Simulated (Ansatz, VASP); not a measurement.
**HC4: VASP beside Ansatz**

```
C H
1.0
     4.93130    0.00000    0.00000
    -2.46565    4.27064    0.00000
     0.00000    0.00000   18.00003
C H
8 2
Direct
  0.33333 0.16667 0.22222
  0.33333 0.66667 0.22222
  0.83333 0.16667 0.22222
  0.83333 0.66667 0.22222
  0.16667 0.33333 0.22222
  0.16667 0.83333 0.22222
  0.66667 0.33333 0.22222
  0.66667 0.83333 0.22222
  0.10672 0.16667 0.30056
  0.55995 0.16667 0.30056
```

Alike in both runs: task single point; functional PBE; dispersion D3(BJ); k mesh 6 × 6 × 1; occupations gaussian, width 0.1 eV; no spin polarisation.

```csv
,VASP,Ansatz
version,VASP 6.6.1,Ansatz 0.2.0
potentials or method,"VASP PAW PBE potentials, release 64 (C, H), cutoff 520 eV","scalar-relativistic, plane waves, PAW"
valence electrons in the cell,34,34
```

|  | VASP | Ansatz | Ansatz less VASP |
| --- | --- | --- | --- |
| gap on the k mesh at the Fermi level (eV) | none | none | - |
| rms of the force components (eV/Å) | 0.656 | 0.656 | +0.0008 |

Atom by atom the forces differ by 0.002 eV/Å (rms over components). A gap of «none» marks a metal or a gap that the smearing closes.
